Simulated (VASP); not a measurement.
# AlNi (Pm-3m) in VASP: settings compared

The runs below take AlNi through single point, with RPBE, revPBE, BLYP, r2SCAN.

Everything below comes from runs of VASP 6.6.1. Logs are shortened: lines on timing, memory, paths and dates and some standing lists are left out, and cuts for length are marked.

### 1 The cell of the first run

The structure is cubic, space group Pm-3m (No. 221). Conventional cell: a = 2.916 Å, b = 2.916 Å, c = 2.916 Å, α = 90.00°, β = 90.00°, γ = 90.00°. Within 3.3 Å of Ni (site symmetry m-3m) lie 8 Al at 2.52 Å and 6 Ni at 2.92 Å. Within 3.3 Å of Al (site symmetry m-3m) lie 8 Ni at 2.52 Å and 6 Al at 2.92 Å.

### 2 Single point, RPBE, collinear spin, ferromagnetic start

The input, INCAR:

```
SYSTEM = AlNi
PREC = Accurate ; ENCUT = 520
EDIFF = 1E-6 ; ISMEAR = -1
SIGMA = 0.05 ; LREAL = .False.
LASPH = .True. ; NELM = 150
ALGO = Fast ; ISIF = 2
LWAVE = .False. ; LCHARG = .False.
ISPIN = 2 ; MAGMOM = 1 0
LORBIT = 11 ; LMAXMIX = 4
GGA = RP ; NBANDS = 18
```

The input, KPOINTS:

```
regular mesh
0
Gamma
  9 9 9
  0 0 0
```

The input, POSCAR:

```
AlNi
1.0
    2.9156065765      0.0000000000      0.0000000000
    0.0000000000      2.9156065765      0.0000000000
    0.0000000000      0.0000000000      2.9156065765
Ni Al
1 1
Direct
    0.5000000000      0.5000000000      0.5000000000
    0.0000000000      0.0000000000      0.0000000000
```

Potentials or basis: VASP PAW PBE potentials, release 64 (Ni, Al).

Run with:

```console
cat potpaw_PBE.64/Ni/POTCAR potpaw_PBE.64/Al/POTCAR > POTCAR
mpirun -np 1 vasp_std > vasp.out
```

OUTCAR:

```text
SYSTEM = AlNi
   PREC = Accurate
   ENCUT = 520
   EDIFF = 1E-6
   ISMEAR = -1
   LREAL = .False.
   LASPH = .True.
   NELM = 150
   ISIF = 2
   ISPIN = 2
   LORBIT = 11
   GGA = RP

 ion  position               nearest neighbor table
   1  0.500  0.500  0.500-   2 2.52   2 2.52   2 2.52   2 2.52   2 2.52   2 2.52   2 2.52   2 2.52

   2  0.000  0.000  0.000-   1 2.52   1 2.52   1 2.52   1 2.52   1 2.52   1 2.52   1 2.52   1 2.52

  LATTYP: Found a simple cubic cell.
 ALAT       =     2.9156065765

  Lattice vectors:

 A1 = (   2.9156065765,   0.0000000000,   0.0000000000)
 A2 = (   0.0000000000,   2.9156065765,   0.0000000000)
 A3 = (   0.0000000000,   0.0000000000,   2.9156065765)

Analysis of symmetry for initial positions (statically):
=====================================================================
 Subroutine PRICEL returns:
 Original cell was already a primitive cell.

 Routine SETGRP: Setting up the symmetry group for a
 simple cubic supercell.

 Subroutine GETGRP returns: Found 48 space group operations
 (whereof 48 operations were pure point group operations)
 out of a pool of 48 trial point group operations.

The static configuration has the point symmetry O_h .

Analysis of symmetry for dynamics (positions and initial velocities):
=====================================================================
 Subroutine PRICEL returns:
 Original cell was already a primitive cell.

 Routine SETGRP: Setting up the symmetry group for a
 simple cubic supercell.

 Subroutine GETGRP returns: Found 48 space group operations
 (whereof 48 operations were pure point group operations)
 out of a pool of 48 trial point group operations.

The dynamic configuration has the point symmetry O_h .

Analysis of structural, dynamic, and magnetic symmetry:
=====================================================================
 Subroutine PRICEL returns:
 Original cell was already a primitive cell.

 Routine SETGRP: Setting up the symmetry group for a
 simple cubic supercell.

 Subroutine GETGRP returns: Found 48 space group operations
 (whereof 48 operations were pure point group operations)
 out of a pool of 48 trial point group operations.

The overall configuration has the point symmetry O_h .

 Subroutine INISYM returns: Found 48 space group operations
 (whereof 48 operations are pure point group operations),
 and found     1 'primitive' translations

----------------------------------------------------------------------------------------

[... 116 lines left out ...]
   LORBIT       =     11    0 simple, 1 ext, 2 COOP (PROOUT), +10 PAW based schemes
   GGA     = RP    functional components
   LHFCALC =     F    Hartree Fock is set to
   AEXX    =    0.0000 exact exchange contribution
   IVDW    =     0    specifies the selected vdW correction
   LEPSILON=     F    determine dielectric tensor
   LRPA    =     F    only Hartree local field effects (RPA)
 spin polarized calculation
 RMM-DIIS sequential band-by-band and
  energy-cutoff  :      520.00
  volume of cell :       24.78
 maximum number of plane-waves:       691
 NGX is ok and might be reduce to    24
   NGX = 11   NGY = 11   NGZ = 11

 number of electron      13.0000005 magnetization       0.0013954

 number of electron      13.0000005 magnetization      -0.0004616

 Free energy of the ion-electron system (eV)
  ---------------------------------------------------
  ext. energy  EPLUGINS =         0.00000000
  ---------------------------------------------------
  free energy    TOTEN  =        -9.74774845 eV

  energy without entropy =       -9.74067405  energy(sigma->0) =       -9.74421125

 E-fermi :   9.6722     XC(G=0): -11.7891

 val. band max:        9.6175364966   @ k =   0.3333   0.3333   0.0000
 cond. band min:       9.7146891389   @ k =   0.3333   0.1111   0.1111
 fundamental gap:      0.0971526423
 Fermi energy:         9.6722257165

 spin component 1

 k-point     1 :       0.0000    0.0000    0.0000
  band No.  band energies     occupation
      1      -1.1982      1.00000
      2       6.6108      1.00000
      3       6.6108      1.00000
      4       8.2010      1.00000
      5       8.2010      1.00000
      6       8.2010      1.00000
[... 493 lines left out ...]
     17      31.8078      0.00000
     18      35.6638      0.00000

 [... further k-points ...]

 spin component 2

 k-point     1 :       0.0000    0.0000    0.0000
  band No.  band energies     occupation
      1      -1.1982      1.00000
      2       6.6104      1.00000
      3       6.6104      1.00000
      4       8.2008      1.00000
      5       8.2008      1.00000
      6       8.2008      1.00000
[... 493 lines left out ...]
     17      31.8079      0.00000
     18      35.6704      0.00000

 [... further k-points ...]

------------------------ aborting loop because EDIFF is reached ----------------------------------------

  FORCE on cell =-STRESS in cart. coord.  units (eV):
  Direction    XX          YY          ZZ          XY          YZ          ZX
  --------------------------------------------------------------------------------------
  -------------------------------------------------------------------------------------
  Total       -0.0034593     -0.0034593     -0.0034593      0.0000000     -0.0000000      0.0000000
  in kB       -0.2236176     -0.2236176     -0.2236176      0.0000000     -0.0000000      0.0000000
  external PRESSURE =      -0.2236176 kB  Pullay stress =       0.0000000 kB

 VOLUME and BASIS-vectors are now :
 -----------------------------------------------------------------------------
  energy-cutoff  :      520.00
  volume of cell :       24.78
      direct lattice vectors                 reciprocal lattice vectors
     2.915606577  0.000000000  0.000000000     0.342981803  0.000000000  0.000000000
     0.000000000  2.915606577  0.000000000     0.000000000  0.342981803  0.000000000
     0.000000000  0.000000000  2.915606577     0.000000000  0.000000000  0.342981803

 POSITION                                       TOTAL-FORCE (eV/Angst)
 -----------------------------------------------------------------------------------
      1.45780      1.45780      1.45780         0.000000      0.000000      0.000000
      0.00000      0.00000      0.00000         0.000000      0.000000      0.000000
 -----------------------------------------------------------------------------------
    total drift:                                0.000000      0.000000     -0.000000

  FREE ENERGIE OF THE ION-ELECTRON SYSTEM (eV)
  ---------------------------------------------------
  free  energy   TOTEN  =        -9.7477484537 eV

  energy  without entropy=       -9.7406740452  energy(sigma->0) =       -9.74421125

 total charge

# of ion       s       p       d       tot
------------------------------------------
    1        0.459   0.488   8.446   9.393
    2        0.383   0.398   0.000   0.781
--------------------------------------------------
tot          0.842   0.886   8.446  10.174

 magnetization (x)

# of ion       s       p       d       tot
------------------------------------------
    1       -0.000  -0.000  -0.000  -0.000
    2        0.000  -0.000   0.000  -0.000
--------------------------------------------------
tot         -0.000  -0.000  -0.000  -0.000
```

OSZICAR:

```text
N       E                     dE             d eps       ncg     rms          rms(c)
DAV:   1     0.464369902407E+02    0.46437E+02   -0.52592E+03  2608   0.779E+02
DAV:   2    -0.839666253265E+01   -0.54834E+02   -0.47802E+02  2716   0.160E+02
DAV:   3    -0.109873354682E+02   -0.25907E+01   -0.25354E+01  3008   0.361E+01
DAV:   4    -0.110224551083E+02   -0.35120E-01   -0.35082E-01  2996   0.373E+00
DAV:   5    -0.110232267913E+02   -0.77168E-03   -0.77164E-03  2934   0.598E-01    0.120E+01
RMM:   6    -0.131963693906E+02   -0.21731E+01   -0.96221E+00  3186   0.309E+01    0.176E+01
RMM:   7    -0.975488320553E+01    0.34415E+01   -0.24880E+00  3010   0.151E+01    0.157E+00
RMM:   8    -0.975560656914E+01   -0.72336E-03   -0.69067E-02  2867   0.224E+00    0.823E-01
RMM:   9    -0.974923057962E+01    0.63760E-02   -0.12715E-02  3030   0.643E-01    0.634E-01
RMM:  10    -0.974771906722E+01    0.15115E-02   -0.20240E-03  3370   0.431E-01    0.157E-01
RMM:  11    -0.974775599472E+01   -0.36928E-04   -0.38361E-04  3402   0.154E-01    0.813E-02
RMM:  12    -0.974774103868E+01    0.14956E-04   -0.82686E-05  3634   0.674E-02    0.521E-02
RMM:  13    -0.974775013114E+01   -0.90925E-05   -0.23723E-05  3437   0.321E-02    0.219E-02
RMM:  14    -0.974774832975E+01    0.18014E-05   -0.61554E-06  3347   0.191E-02    0.462E-03
RMM:  15    -0.974774845371E+01   -0.12396E-06   -0.19004E-06  2424   0.830E-03
   1 F= -.97477485E+01 E0= -.97442112E+01  d E =-.707441E-02  mag=     0.0003
```

It took 48 s on 1 thread of Intel Xeon 8259CL, shared host; peak memory 0.16 GiB.

What came out:

| Item | Value |
| --- | --- |
| Free energy | -9.7477 eV |
| Pressure | 0.0 GPa |
| Net moment | 0.00 μB per cell |
| Valence electrons inside the program's atomic spheres | Ni 9.39; Al 0.78 |

Caveat: the PAW data sets were made with another functional, which shifts forces and pressure a little.

### 3 Single point, revPBE, collinear spin, ferromagnetic start

This run uses another cell than the first one, of 12.32 Å³/atom.

The input, INCAR:

```
PREC = Accurate ; ENCUT = 520
EDIFF = 1E-7 ; ISMEAR = -1
SIGMA = 0.05 ; LREAL = F
LASPH = T ; NELM = 150
ALGO = Normal ; ISIF = 2
LWAVE = F ; LCHARG = T
ISPIN = 2 ; MAGMOM = 1 0
LORBIT = 11 ; LMAXMIX = 4
GGA = RE ; LELF = T
LVHAR = T ; NBANDS = 18
```

The input, KPOINTS:

```
regular mesh
0
Gamma
  9 9 9
```

The input, POSCAR:

```
AlNi
1.0
    2.9096187714      0.0000000000      0.0000000000
    0.0000000000      2.9096187714      0.0000000000
    0.0000000000      0.0000000000      2.9096187714
Ni Al
1 1
Direct
    0.5000000000      0.5000000000      0.5000000000
    0.0000000000      0.0000000000      0.0000000000
```

Potentials or basis: VASP PAW PBE potentials, release 64 (Ni, Al).

Run with:

```console
cat potpaw_PBE.64/Ni/POTCAR potpaw_PBE.64/Al/POTCAR > POTCAR
mpirun -np 1 vasp_std > vasp.out
```

OUTCAR:

```text
PREC = Accurate
   ENCUT = 520
   EDIFF = 1E-7
   ISMEAR = -1
   LREAL = F
   LASPH = T
   NELM = 150
   ISIF = 2
   ISPIN = 2
   LORBIT = 11
   GGA = RE

 ion  position               nearest neighbor table
   1  0.500  0.500  0.500-   2 2.52   2 2.52   2 2.52   2 2.52   2 2.52   2 2.52   2 2.52   2 2.52

   2  0.000  0.000  0.000-   1 2.52   1 2.52   1 2.52   1 2.52   1 2.52   1 2.52   1 2.52   1 2.52

  LATTYP: Found a simple cubic cell.
 ALAT       =     2.9096187714

  Lattice vectors:

 A1 = (   2.9096187714,   0.0000000000,   0.0000000000)
 A2 = (   0.0000000000,   2.9096187714,   0.0000000000)
 A3 = (   0.0000000000,   0.0000000000,   2.9096187714)

Analysis of symmetry for initial positions (statically):
=====================================================================
 Subroutine PRICEL returns:
 Original cell was already a primitive cell.

 Routine SETGRP: Setting up the symmetry group for a
 simple cubic supercell.

 Subroutine GETGRP returns: Found 48 space group operations
 (whereof 48 operations were pure point group operations)
 out of a pool of 48 trial point group operations.

The static configuration has the point symmetry O_h .

Analysis of symmetry for dynamics (positions and initial velocities):
=====================================================================
 Subroutine PRICEL returns:
 Original cell was already a primitive cell.

 Routine SETGRP: Setting up the symmetry group for a
 simple cubic supercell.

 Subroutine GETGRP returns: Found 48 space group operations
 (whereof 48 operations were pure point group operations)
 out of a pool of 48 trial point group operations.

The dynamic configuration has the point symmetry O_h .

Analysis of structural, dynamic, and magnetic symmetry:
=====================================================================
 Subroutine PRICEL returns:
 Original cell was already a primitive cell.

[... 151 lines left out ...]
  ext. energy  EPLUGINS =         0.00000000
  ---------------------------------------------------
  free energy    TOTEN  =        -9.91276581 eV

  energy without entropy =       -9.90577670  energy(sigma->0) =       -9.90927126

 E-fermi :   9.7222     XC(G=0): -11.8422

 val. band max:        9.6664894380   @ k =   0.3333   0.3333   0.0000
 cond. band min:       9.7655039247   @ k =   0.3333   0.1111   0.1111
 fundamental gap:      0.0990144868
 Fermi energy:         9.7221617455

 spin component 1

 k-point     1 :       0.0000    0.0000    0.0000
  band No.  band energies     occupation
      1      -1.1920      1.00000
      2       6.6306      1.00000
      3       6.6306      1.00000
      4       8.2364      1.00000
      5       8.2364      1.00000
      6       8.2364      1.00000
[... 493 lines left out ...]
     17      31.9328      0.00000
     18      35.6733      0.00000

 [... further k-points ...]

 spin component 2

 k-point     1 :       0.0000    0.0000    0.0000
  band No.  band energies     occupation
      1      -1.1920      1.00000
      2       6.6307      1.00000
      3       6.6307      1.00000
      4       8.2366      1.00000
      5       8.2366      1.00000
      6       8.2366      1.00000
[... 493 lines left out ...]
     17      31.9328      0.00000
     18      35.6736      0.00000

 [... further k-points ...]

------------------------ aborting loop because EDIFF is reached ----------------------------------------

  FORCE on cell =-STRESS in cart. coord.  units (eV):
  Direction    XX          YY          ZZ          XY          YZ          ZX
  --------------------------------------------------------------------------------------
  -------------------------------------------------------------------------------------
  Total       -0.0120693     -0.0120693     -0.0120693      0.0000000      0.0000000     -0.0000000
  in kB       -0.7850294     -0.7850294     -0.7850294      0.0000000      0.0000000     -0.0000000
  external PRESSURE =      -0.7850294 kB  Pullay stress =       0.0000000 kB

 VOLUME and BASIS-vectors are now :
 -----------------------------------------------------------------------------
  energy-cutoff  :      520.00
  volume of cell :       24.63
      direct lattice vectors                 reciprocal lattice vectors
     2.909618771  0.000000000  0.000000000     0.343687637  0.000000000  0.000000000
     0.000000000  2.909618771  0.000000000     0.000000000  0.343687637  0.000000000
     0.000000000  0.000000000  2.909618771     0.000000000  0.000000000  0.343687637

 POSITION                                       TOTAL-FORCE (eV/Angst)
 -----------------------------------------------------------------------------------
      1.45481      1.45481      1.45481         0.000000      0.000000      0.000000
      0.00000      0.00000      0.00000         0.000000      0.000000      0.000000
 -----------------------------------------------------------------------------------
    total drift:                                0.000000      0.000000     -0.000000

  FREE ENERGIE OF THE ION-ELECTRON SYSTEM (eV)
  ---------------------------------------------------
  free  energy   TOTEN  =        -9.9127658139 eV

  energy  without entropy=       -9.9057767029  energy(sigma->0) =       -9.90927126

 total charge

# of ion       s       p       d       tot
------------------------------------------
    1        0.462   0.493   8.451   9.406
    2        0.383   0.401   0.000   0.784
--------------------------------------------------
tot          0.845   0.894   8.451  10.190

 magnetization (x)

# of ion       s       p       d       tot
------------------------------------------
    1        0.000   0.000   0.000   0.000
    2        0.000   0.000   0.000   0.000
--------------------------------------------------
tot          0.000   0.000   0.000   0.000
```

Wall time 46 s (1 thread of Intel Xeon 8259CL, shared host); peak memory 0.16 GiB.

Results:

```
Free energy                                           : -9.9128 eV
Pressure                                              : -0.1 GPa
Net moment                                            : 0.00 μB per cell
Valence electrons inside the program's atomic spheres : Ni 9.41; Al 0.78
```

Caveat: the PAW data sets were made with another functional, which shifts forces and pressure a little.

(Continued in part 2 of 2.)
